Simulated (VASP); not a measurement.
A run of VASP 6.6.1:

File INCAR:

```
SYSTEM = MgO
  PREC = Accurate
  ENCUT = 600
  EDIFF = 1E-6
  ISMEAR = 1
  SIGMA = 0.1
  LREAL = .FALSE.
  LASPH = .TRUE.
  NELM = 120
  ALGO = Normal
  ISIF = 2
  LWAVE = .FALSE.
  LCHARG = .FALSE.
  GGA = PE
  NBANDS = 11
  GGA_COMPAT = .FALSE.
```

The input KPOINTS:

```
Automatic mesh
0
G
  6 6 6
  0 0 0
```

Contents of POSCAR:

```
MgO
1.0
    3.0420233338      0.0000000000      0.0000000000
   -1.5210116669      2.6344694859      0.0000000000
    0.0000000000      0.0000000000      2.7745374710
Mg O
1 1
Direct
    0.0000000000      0.0000000000      0.0000000000
    0.3333333333      0.6666666667      0.5000000000
```

Potentials or basis: VASP PAW PBE potentials, release 64 (Mg, O).

Command:

```console
$ cat potpaw_PBE.64/Mg/POTCAR potpaw_PBE.64/O/POTCAR > POTCAR
$ mpirun -np 1 vasp_std > vasp.out
```

Hardware: 1 thread of Intel Xeon 6975P-C (shared host).

Task: How long does it take, and how much memory?

Result: It took 5.4 s on 1 thread of Intel Xeon 6975P-C (shared host), peak memory 0.14 GiB. Counts: scf iterations 12, k points 28.
